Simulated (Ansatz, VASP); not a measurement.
**SnTe in VASP and in Ansatz**

```
Sn Te
1.0
     0.00000    3.15085    3.15085
     3.15085    0.00000    3.15085
     3.15085    3.15085    0.00000
Sn Te
1 1
Direct
  0.00000 0.00000 0.00000
  0.50000 0.50000 0.50000
```

Alike in both runs: task single point; functional PBE; k mesh 6 × 6 × 6; no spin polarisation.

```csv
,VASP,Ansatz
version,VASP 6.6.1,Ansatz 0.2.0
potentials or method,"VASP PAW PBE potentials, release 64 (Sn_d, Te)","plane waves, PAW"
plane-wave cutoff (eV),500,420
occupations,"gaussian, width 0.01 eV",fixed
valence electrons in the cell,20,30
```

|  | VASP | Ansatz | Ansatz less VASP |
| --- | --- | --- | --- |
| gap on the k mesh at the Fermi level (eV) | 0.10 | 0.10 | -0.001 |
| pressure (GPa) | 2.2 | 2.2 | +0.03 |

VASP's potentials hold 20 valence electrons a cell and Ansatz's 30, so a difference there can come from the potentials and not from the codes.

Spin-orbit coupling is off throughout.
